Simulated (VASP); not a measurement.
Crystal: Be2S.

```
CELL_PARAMETERS angstrom
3.77021 0.00000 0.00000
-1.88511 3.26510 0.00000
0.00000 0.00000 3.37627
ATOMIC_POSITIONS crystal
Be 0.33333 0.66667 0.50000
Be 0.66667 0.33333 0.50000
S 0.00000 0.00000 0.00000
```

* Program: VASP 6.6.1
* Task: relaxation of cell and atoms
* Functional: PBE
* Potentials or basis: VASP PAW PBE potentials, release 64 (Be, S)
* Cutoff: 600 eV
* k mesh: 6 × 6 × 6
* Occupations: gaussian, width 0.1 eV
* Spin: no spin polarisation

At the start: pressure -8.9 GPa; volume 13.85 Å³/atom.

Question: How do energy, volume and symmetry change on relaxing?

Answer: Over 5 steps the energy falls by 66.9 meV/atom and the volume is 11.75 Å³/atom (-15.2 %); space group P6/mmm (No. 191, to 0.05 Å).

The path:
```csv
step,energy change (eV),largest force (eV/Å),pressure (GPa),volume (Å³)
1,0.0000,0.0000,-8.93,41.56
2,-0.1788,0.0000,-3.28,37.09
3,-0.1955,0.0000,-0.39,35.58
4,-0.1956,0.0000,-0.14,35.46
5,-0.2006,0.0000,-0.03,35.26
```

Final structure:
```
Be S
1.0
     3.57572    0.00000    0.00000
    -1.78786    3.09667    0.00000
     0.00000    0.00000    3.18466
Be S
2 1
Direct
  0.33333 0.66667 0.50000
  0.66667 0.33333 0.50000
  0.00000 0.00000 0.00000
```

Caveat: the volume moved by over 15 % at a fixed basis, so the end points are rough.
